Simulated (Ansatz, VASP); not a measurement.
# Two plane-wave programs on Ca4Pt

```
Ca Pt
1.0
     5.85154    0.00000    0.00000
     0.00000    5.85154    0.00000
     0.00000    0.00000    5.85154
Ca Pt
4 1
Direct
  0.00000 0.50000 0.50000
  0.50000 0.00000 0.50000
  0.50000 0.50000 0.00000
  0.00000 0.00000 0.00000
  0.50000 0.50000 0.50000
```

Alike in both runs: task single point; functional PBE; k mesh 8 × 8 × 8; occupations gaussian, width 0.1 eV; no spin polarisation.

```csv
,VASP,Ansatz
version,VASP 6.6.1,Ansatz 0.2.0
potentials or method,"VASP PAW PBE potentials, release 64 (Ca_sv, Pt), cutoff 520 eV","scalar-relativistic, plane waves, PAW"
valence electrons in the cell,50,58
```

|  | VASP | Ansatz | Ansatz less VASP |
| --- | --- | --- | --- |
| gap on the k mesh at the Fermi level (eV) | none | none | - |
| pressure (GPa) | -2.3 | -2.3 | -0.03 |

A gap of «none» marks a metal or a gap that the smearing closes. VASP's potentials hold 50 valence electrons a cell and Ansatz's 58, so a difference there can come from the potentials and not from the codes.

Spin-orbit coupling is off throughout.
